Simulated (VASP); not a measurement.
# SiC (Moissanite) (P6_3mc) in VASP: settings compared

Aim: see how the results for SiC (Moissanite) move with the level of theory and the settings. Levels: PBEsol+D4, PBEsol+D3(BJ), PBE, SVWN5. Tasks: single point.

Program: VASP 6.6.1. These are calculated values, not measurements. Logs are shortened: lines on timing, memory, paths and dates and some standing lists are left out, and cuts for length are marked.

### 1 The cell of the first run

Symmetry: P6_3mc, No. 186, hexagonal system. Conventional cell: a = 3.116 Å, b = 3.116 Å, c = 5.114 Å, α = 90.00°, β = 90.00°, γ = 120.00°. Within 2.5 Å of Si (site symmetry 3m) lie 4 C at 1.89 to 1.97 Å. Within 2.5 Å of C (site symmetry 3m) lie 4 Si at 1.89 to 1.97 Å.

### 2 Single point, PBEsol+D4

INCAR

```
SYSTEM = SiC
PREC     = Accurate       ! precision mode
ENCUT    = 520            ! plane-wave cutoff, eV
EDIFF    = 1E-6           ! SCF threshold, eV
ISMEAR   = -1             ! smearing method
SIGMA    = 0.05           ! smearing width, eV
LREAL    = .False.        ! projectors in reciprocal space
LASPH    = .True.         ! aspherical terms in the spheres
NELM     = 80             ! most SCF steps
ALGO     = Normal         ! electronic algorithm
ISIF     = 2              ! what is computed and relaxed
LWAVE    = .False.        ! write WAVECAR
LCHARG   = .False.        ! write CHGCAR
GGA      = PS             ! functional
IVDW     = 13             ! dispersion correction
NBANDS   = 16             ! bands
```

KPOINTS

```
regular mesh
0
Gamma
  10 10 5
  0 0 0
```

POSCAR

```
SiC
1.0
    3.1164783262      0.0000000000      0.0000000000
   -1.5582391631      2.6989494007      0.0000000000
    0.0000000000      0.0000000000      5.1144286705
Si C
2 2
Direct
    0.6666666667      0.3333333333      0.5000000000
    0.3333333333      0.6666666667      0.0000000000
    0.6666666667      0.3333333333      0.8850000000
    0.3333333333      0.6666666667      0.3850000000
```

Potentials or basis: VASP PAW PBE potentials, release 64 (Si, C).

On the command line:

```console
> cat potpaw_PBE.64/Si/POTCAR potpaw_PBE.64/C/POTCAR > POTCAR
> mpirun -np 1 vasp_std > vasp.out
```

OUTCAR:

```text
SYSTEM = SiC
   PREC = Accurate
   ENCUT = 520
   EDIFF = 1E-6
   ISMEAR = -1
   LREAL = .False.
   LASPH = .True.
   NELM = 80
   ISIF = 2
   GGA = PS
   IVDW = 13

 ion  position               nearest neighbor table
   1  0.667  0.333  0.500-   4 1.89   4 1.89   4 1.89   3 1.97   2 3.13   2 3.13   2 3.13   2 3.13
                             2 3.13   2 3.13
   2  0.333  0.667  0.000-   3 1.89   3 1.89   3 1.89   4 1.97   1 3.13   1 3.13   1 3.13   1 3.13
                             1 3.13   1 3.13
   3  0.667  0.333  0.885-   2 1.89   2 1.89   2 1.89   1 1.97
   4  0.333  0.667  0.385-   1 1.89   1 1.89   1 1.89   2 1.97

  LATTYP: Found a hexagonal cell.
 ALAT       =     3.1164783262
 C/A-ratio  =     1.6410923277

  Lattice vectors:

 A1 = (   3.1164783262,   0.0000000000,   0.0000000000)
 A2 = (  -1.5582391631,   2.6989494007,   0.0000000000)
 A3 = (   0.0000000000,   0.0000000000,   5.1144286705)

Analysis of symmetry for initial positions (statically):
=====================================================================
 Subroutine PRICEL returns:
 Original cell was already a primitive cell.

 Routine SETGRP: Setting up the symmetry group for a
 hexagonal supercell.

 Subroutine GETGRP returns: Found 12 space group operations
 (whereof  6 operations were pure point group operations)
 out of a pool of 24 trial point group operations.

The static configuration has the point symmetry C_3v.
 The point group associated with its full space group is C_6v.

Analysis of symmetry for dynamics (positions and initial velocities):
=====================================================================
 Subroutine PRICEL returns:
 Original cell was already a primitive cell.

 Routine SETGRP: Setting up the symmetry group for a
 hexagonal supercell.

 Subroutine GETGRP returns: Found 12 space group operations
 (whereof  6 operations were pure point group operations)
 out of a pool of 24 trial point group operations.

The dynamic configuration has the point symmetry C_3v.
 The point group associated with its full space group is C_6v.

 Subroutine INISYM returns: Found 12 space group operations
 (whereof  6 operations are pure point group operations),
 and found     1 'primitive' translations

----------------------------------------------------------------------------------------

                                     Primitive cell

  volume of cell :      43.0186

  direct lattice vectors                    reciprocal lattice vectors
     3.116478326  0.000000000  0.000000000     0.320875005  0.185257271  0.000000000
    -1.558239163  2.698949401  0.000000000     0.000000000  0.370514542  0.000000000
     0.000000000  0.000000000  5.114428670     0.000000000  0.000000000  0.195525261

  length of vectors
     3.116478326  3.116478326  5.114428670     0.370514542  0.370514542  0.195525261

  position of ions in fractional coordinates (direct lattice)
     0.666666667  0.333333333  0.500000000
     0.333333333  0.666666667  0.000000000
     0.666666667  0.333333333  0.885000000
     0.333333333  0.666666667  0.385000000

  ion indices of the primitive-cell ions
   primitive index   ion index
                 1           1
                 2           2
                 3           3
                 4           4

----------------------------------------------------------------------------------------

 KPOINTS: regular mesh

Automatic generation of k-mesh.
 Grid dimensions read from file:
 generate k-points for:   10   10    5

 Generating k-lattice:

  Cartesian coordinates                     Fractional coordinates (reciprocal lattice)
     0.032087501  0.018525727  0.000000000     0.100000000  0.000000000  0.000000000
     0.000000000  0.037051454  0.000000000     0.000000000  0.100000000  0.000000000
     0.000000000  0.000000000  0.039105052     0.000000000  0.000000000  0.200000000

  Length of vectors
     0.037051454  0.037051454  0.039105052

  Shift w.r.t. Gamma in fractional coordinates (k-lattice)
     0.000000000  0.000000000  0.000000000

 Subroutine IBZKPT returns following result:
 ===========================================

 Found     42 irreducible k-points:

 Following reciprocal coordinates:
            Coordinates               Weight
  0.000000  0.000000  0.000000      1.000000
  0.100000  0.000000  0.000000      6.000000
  0.200000  0.000000  0.000000      6.000000
  0.300000  0.000000  0.000000      6.000000
  0.400000  0.000000  0.000000      6.000000
  0.500000  0.000000  0.000000      3.000000
[... 16 lines left out ...]
  0.300000  0.100000  0.200000     24.000000
  0.400000  0.100000  0.200000     24.000000
 [... further k-points ...]
   k-points           NKPTS =     42   k-points in BZ     NKDIM =     42   number of bands    NBANDS=     16
   number of dos      NEDOS =    301   number of ions     NIONS =      4
   total plane-waves  NPLWV =  23040
   dimension x,y,z NGX =    24 NGY =   24 NGZ =   40
   dimension x,y,z NGXF=    48 NGYF=   48 NGZF=   80
   ions per type =               2   2
   NGX,Y,Z   is equivalent  to a cutoff of  12.80, 12.80, 13.00 a.u.
   NGXF,Y,Z  is equivalent  to a cutoff of  25.61, 25.61, 26.00 a.u.
 SYSTEM =  SiC
   PREC   = accura    normal or accurate (medium, high low for compatibility)
   ISTART =      0    job   : 0-new  1-cont  2-samecut
   ICHARG =      2    charge: 1-file 2-atom 10-const
   ISPIN  =      1    spin polarized calculation?
   LNONCOLLINEAR =      F non collinear calculations
   LSORBIT =      F    spin-orbit coupling
   LASPH  =      T    aspherical Exc in radial PAW
   ENCUT  =  520.0 eV  38.22 Ry    6.18 a.u.   5.79  5.79  9.51*2*pi/ulx,y,z
   NELM   =     80;   NELMIN=  2; NELMDL= -5     # of ELM steps
   EDIFF  = 0.1E-05   stopping-criterion for ELM
   LREAL  =      F    real-space projection
   EDIFFG = 0.1E-04   stopping-criterion for IOM
   NSW    =      0    number of steps for IOM
   IBRION =     -1    ionic relax: 0-MD 1-quasi-New 2-CG
   NFREE  =      0    steps in history (QN), initial steepest desc. (CG)
   ISIF   =      2    stress and relaxation
   ISYM   =      2    0-nonsym 1-usesym 2-fastsym
   POTIM  = 0.5000    time-step for ionic-motion
   TEBEG  =    0.0;   TEEND  =   0.0 temperature during run
   PSTRESS=    0.0 pullay stress
   NELECT =      16.0000    total number of electrons
   NUPDOWN=      -1.0000    fix difference up-down
   EMIN   =  10.00;   EMAX   =-10.00  energy-range for DOS
   EFERMI =   0.00;   METHOD = LEGACY
   ISMEAR =    -1;   SIGMA  =   0.05  broadening in eV -4-tet -1-fermi 0-gaus
   EFERMI_NEDOS =   21; number of points for ismear=-14 and -15
   IALGO  =     38    algorithm
   IMIX   =      4    mixing-type and parameters
     AMIX     =   0.40;   BMIX     =  1.00
     AMIX_MAG =   1.60;   BMIX_MAG =  1.00
  volume/ion in A,a.u.               =      10.75        72.58
  Fermi-wavevector in a.u.,A,eV,Ry     =   1.177324  2.224821 18.858938  1.386093
  Thomas-Fermi vector in A             =   2.313673
   LORBIT       =      0    0 simple, 1 ext, 2 COOP (PROOUT), +10 PAW based schemes
   GGA     = PS    functional components
   LHFCALC =     F    Hartree Fock is set to
   AEXX    =    0.0000 exact exchange contribution
   IVDW    =    13    specifies the selected vdW correction
   LEPSILON=     F    determine dielectric tensor
   LRPA    =     F    only Hartree local field effects (RPA)
 non-spin polarized calculation
  energy-cutoff  :      520.00
  volume of cell :       43.02
 maximum number of plane-waves:      1183
 NGX is ok and might be reduce to    24
   NGX = 11   NGY = 11   NGZ = 19

 number of electron      16.0000000 magnetization

 Free energy of the ion-electron system (eV)
  ---------------------------------------------------
  ext. energy  EPLUGINS =         0.00000000
  ---------------------------------------------------
  free energy    TOTEN  =       -31.74926667 eV

  energy without entropy =      -31.74926667  energy(sigma->0) =      -31.74926667

 E-fermi :   8.8850     XC(G=0): -11.3297

 val. band max:        7.9174576084   @ k =   0.0000   0.0000   0.0000
 cond. band min:      10.3011400366   @ k =   0.3000   0.3000   0.0000
 fundamental gap:      2.3836824281
 Fermi energy:         8.8849743174

 k-point     1 :       0.0000    0.0000    0.0000
  band No.  band energies     occupation
      1      -7.5154      2.00000
      2      -4.1234      2.00000
      3      -0.6102      2.00000
      4       6.3791      2.00000
      5       6.3791      2.00000
      6       7.6439      2.00000
[... 8 lines left out ...]
     15      16.2929      0.00000
     16      18.8251      0.00000

 k-point     2 :       0.1000    0.0000    0.0000
  band No.  band energies     occupation
      1      -7.3464      2.00000
      2      -3.9778      2.00000
      3      -0.4546      2.00000
      4       5.4468      2.00000
      5       6.0963      2.00000
      6       7.0016      2.00000
[... 8 lines left out ...]
     15      16.7269      0.00000
     16      17.7314      0.00000

 k-point     3 :       0.2000    0.0000    0.0000
  band No.  band energies     occupation
      1      -6.8459      2.00000
      2      -3.5595      2.00000
      3      -0.0107      2.00000
      4       3.5988      2.00000
      5       5.5089      2.00000
      6       5.5423      2.00000
[... 8 lines left out ...]
     15      16.9717      0.00000
     16      17.6237      0.00000

 k-point     4 :       0.3000    0.0000    0.0000
  band No.  band energies     occupation
      1      -6.0397      2.00000
      2      -2.9586      2.00000
      3       0.5157      2.00000
      4       1.9116      2.00000
      5       3.8661      2.00000
      6       4.9462      2.00000
[... 8 lines left out ...]
     15      17.8441      0.00000
     16      18.9579      0.00000
[... 324 lines left out ...]
 k-point    22 :       0.2000    0.1000    0.2000
  band No.  band energies     occupation
      1      -6.1729      2.00000
      2      -3.7701      2.00000
      3       1.0855      2.00000
      4       2.9901      2.00000
      5       3.9891      2.00000
      6       4.9226      2.00000
[... 8 lines left out ...]
     15      17.6816      0.00000
     16      18.2757      0.00000

 k-point    23 :       0.3000    0.1000    0.2000
  band No.  band energies     occupation
      1      -5.2509      2.00000
      2      -3.0705      2.00000
      3       0.4712      2.00000
      4       2.4027      2.00000
      5       2.7971      2.00000
      6       4.2211      2.00000
[... 8 lines left out ...]
     15      18.3912      0.00000
     16      19.0077      0.00000

 k-point    24 :       0.4000    0.1000    0.2000
  band No.  band energies     occupation
      1      -4.2514      2.00000
      2      -2.7684      2.00000
      3      -0.2723      2.00000
      4       1.1778      2.00000
      5       3.2425      2.00000
      6       4.0439      2.00000
[... 8 lines left out ...]
     15      18.8270      0.00000
     16      20.1257      0.00000

 [... further k-points ...]

------------------------ aborting loop because EDIFF is reached ----------------------------------------

  DFT-D4 for vdW energy calculation

  Edisp (eV):   -0.72156

  FORCE on cell =-STRESS in cart. coord.  units (eV):
  Direction    XX          YY          ZZ          XY          YZ          ZX
  --------------------------------------------------------------------------------------
  -------------------------------------------------------------------------------------
  Total      -2.31590    -2.31590    -3.20097     0.00000     0.00000     0.00000
  in kB     -86.25286   -86.25286  -119.21633     0.00000     0.00000     0.00000
  external pressure =      -97.24 kB  Pullay stress =        0.00 kB

 VOLUME and BASIS-vectors are now :
 -----------------------------------------------------------------------------
  energy-cutoff  :      520.00
  volume of cell :       43.02
      direct lattice vectors                 reciprocal lattice vectors
     3.116478326  0.000000000  0.000000000     0.320875005  0.185257271  0.000000000
    -1.558239163  2.698949401  0.000000000     0.000000000  0.370514542  0.000000000
     0.000000000  0.000000000  5.114428670     0.000000000  0.000000000  0.195525261

 POSITION                                       TOTAL-FORCE (eV/Angst)
 -----------------------------------------------------------------------------------
      1.55824      0.89965      2.55721        -0.000000      0.000000      0.680442
     -0.00000      1.79930      0.00000         0.000000     -0.000000      0.680442
      1.55824      0.89965      4.52627         0.000000      0.000000     -0.680442
     -0.00000      1.79930      1.96906        -0.000000     -0.000000     -0.680442
 -----------------------------------------------------------------------------------
    total drift:                               -0.000000      0.000000      0.000062

  FREE ENERGIE OF THE ION-ELECTRON SYSTEM (eV)
  ---------------------------------------------------
  free  energy   TOTEN  =       -32.4708278626 eV

  energy  without entropy=      -32.4708278626  energy(sigma->0) =      -32.47082786
```

It took 16 s on 1 thread of Intel Xeon Platinum 8375C at 2.90GHz (Ice Lake), shared host; peak memory 0.16 GiB.

What came out:

```
Free energy                : -32.4708 eV
Pressure                   : -9.7 GPa
Largest force              : 0.680 eV/Å
Band gap on the k mesh     : 2.38 eV, indirect (least direct gap 3.88 eV)
Dispersion energy per atom : -0.180 eV
```

Forces on the atoms (eV/Å):
```
Si   0.000  0.000  0.680
Si   0.000  0.000  0.680
C    0.000  0.000 -0.680
C    0.000  0.000 -0.680
```

Stress tensor (GPa, compression positive):
```
 -8.63   0.00   0.00
  0.00  -8.63   0.00
  0.00   0.00 -11.92
```

Caveat: the PAW data sets were made with another functional, which shifts forces and pressure a little.

### 3 Single point, PBEsol+D3(BJ)

This run uses another cell than the first one, of 10.16 Å³/atom, 0.945 times its volume.

INCAR

```
SYSTEM = SiC
  PREC = Accurate
  ENCUT = 520
  EDIFF = 1E-6
  ISMEAR = -1
  SIGMA = 0.05
  LREAL = .FALSE.
  LASPH = .TRUE.
  NELM = 80
  ALGO = Normal
  ISIF = 2
  LWAVE = .FALSE.
  LCHARG = .FALSE.
  GGA = PS
  IVDW = 12
  NBANDS = 16
```

KPOINTS

```
Automatic mesh
0
G
  10 10 5
  0 0 0
```

POSCAR

```
SiC
1.0
    3.0586006297      0.0000000000      0.0000000000
   -1.5293003149      2.6488258454      0.0000000000
    0.0000000000      0.0000000000      5.0183964727
Si C
2 2
Direct
    0.6666666667      0.3333333333      0.5045958227
    0.3333333333      0.6666666667      0.0045958227
    0.6666666667      0.3333333333      0.8804041773
    0.3333333333      0.6666666667      0.3804041773
```

Potentials or basis: VASP PAW PBE potentials, release 64 (Si, C).

On the command line:

```console
> cat potpaw_PBE.64/Si/POTCAR potpaw_PBE.64/C/POTCAR > POTCAR
> mpirun -np 1 vasp_std > vasp.out
```

Run time: 19 s. Hardware: 1 thread of AMD EPYC 7R13 (Zen 3), shared host; peak memory 0.14 GiB.

Results (log left out):

```
Free energy                : -32.7971 eV
Pressure                   : 0.4 GPa
Band gap on the k mesh     : 2.24 eV, indirect (least direct gap 3.88 eV)
Dispersion energy per atom : -0.246 eV
```

Levels at points of the mesh, in eV from the valence-band top:
```tsv
k point	band 5	band 6	band 7	band 8	band 9	band 10	band 11	band 12
(0.00, 0.00, 0.00)	-1.33	-0.11	0.00	0.00	4.88	6.33	6.69	6.69
(0.50, 0.00, 0.00)	-5.54	-3.39	-3.38	-1.20	2.68	4.14	6.93	7.11
```

Caveat: the PAW data sets were made with another functional, which shifts forces and pressure a little. A k mesh can miss the band edges.

### 4 Single point, PBE

This run uses another cell than the first one, of 10.34 Å³/atom, 0.962 times its volume.

INCAR

```
PREC = Accurate
ENCUT = 520
EDIFF = 1E-6
ISMEAR = 0
SIGMA = 0.05
LREAL = False
LASPH = True
NELM = 80
ALGO = Normal
ISIF = 2
LWAVE = False
LCHARG = False
GGA = PE
NBANDS = 16
```

KPOINTS

```
Automatic mesh
0
Gamma
  7 7 4
```

POSCAR

```
SiC
1.0
    3.0760000000      0.0000000000      0.0000000000
   -1.5380000000      2.6638941420      0.0000000000
    0.0000000000      0.0000000000      5.0480000000
Si C
2 2
Direct
    0.6666666667      0.3333333333      0.5000000000
    0.3333333333      0.6666666667      0.0000000000
    0.6666666667      0.3333333333      0.8850000000
    0.3333333333      0.6666666667      0.3850000000
```

On the command line:

```console
> cat potpaw_PBE.64/Si/POTCAR potpaw_PBE.64/C/POTCAR > POTCAR
> mpirun -np 1 vasp_std > vasp.out
```

Run time: 32 s. Hardware: 1 thread of AMD EPYC 7R13, shared host; peak memory 0.12 GiB.

It converged, with:

* Free energy: -30.0646 eV
* Pressure: 3.6 GPa
* Largest force: 0.749 eV/Å
* Band gap on the k mesh: 2.63 eV, indirect (least direct gap 4.13 eV)

Forces in eV/Å, atoms in the order of the input:
```
Si   0.000  0.000  0.749
Si   0.000  0.000  0.749
C    0.000  0.000 -0.749
C    0.000  0.000 -0.749
```

Stress tensor (GPa, compression positive):
```
5.28 0.00 0.00
0.00 5.28 0.00
0.00 0.00 0.37
```

Levels at points of the mesh, in eV from the valence-band top:
| k point | band 5 | band 6 | band 7 | band 8 | band 9 | band 10 | band 11 | band 12 |
| --- | --- | --- | --- | --- | --- | --- | --- | --- |
| (0.00, 0.00, 0.00) | -1.56 | -0.28 | -0.28 | 0.00 | 4.62 | 6.03 | 6.50 | 6.50 |
| (0.00, 0.00, 0.50) | -0.97 | -0.97 | -0.97 | -0.97 | 5.71 | 5.71 | 7.17 | 7.17 |

A k mesh can miss the band edges.

### 5 Single point, PBE

This run uses another cell than the first one, of 10.34 Å³/atom, 0.962 times its volume.

INCAR

```
SYSTEM = SiC
PREC     = Accurate       ! precision mode
ENCUT    = 520            ! plane-wave cutoff, eV
EDIFF    = 1E-6           ! SCF threshold, eV
ISMEAR   = 0              ! smearing method
SIGMA    = 0.05           ! smearing width, eV
LREAL    = .False.        ! projectors in reciprocal space
LASPH    = .True.         ! aspherical terms in the spheres
NELM     = 80             ! most SCF steps
ALGO     = Normal         ! electronic algorithm
ISIF     = 2              ! what is computed and relaxed
LWAVE    = .False.        ! write WAVECAR
LCHARG   = .True.         ! write CHGCAR
GGA      = PE             ! functional
LELF     = .True.         ! ELF
LVHAR    = .True.       
NBANDS   = 16             ! bands
```

KPOINTS

```
Automatic mesh
0
Gamma
  9 9 5
  0 0 0
```

POSCAR is that of step 4.

On the command line:

```console
> cat potpaw_PBE.64/Si/POTCAR potpaw_PBE.64/C/POTCAR > POTCAR
> mpirun -np 1 vasp_std > vasp.out
```

It took 47 s on 1 thread of AMD EPYC 7R13, shared host; peak memory 0.13 GiB.

It converged, with:

| Item | Value |
| --- | --- |
| Free energy | -30.0668 eV |
| Pressure | 3.6 GPa |
| Largest force | 0.753 eV/Å |
| Band gap on the k mesh | 2.32 eV, indirect (least direct gap 4.11 eV) |

Forces in eV/Å, atoms in the order of the input:
```
Si   0.000  0.000  0.753
Si   0.000  0.000  0.753
C    0.000  0.000 -0.753
C    0.000  0.000 -0.753
```

Stress tensor (GPa, compression positive):
```
5.25 0.00 0.00
0.00 5.25 0.00
0.00 0.00 0.42
```

Levels at points of the mesh, in eV from the valence-band top:
```
           k point  band 6  band 7  band 8  band 9  band 10  band 11
(0.00, 0.00, 0.00)   -0.28   -0.28    0.00    4.62     6.03     6.51
```

A k mesh can miss the band edges. As with any semilocal functional, this PBE gap is likely too small.

(Part 1 of 2 ends here.)
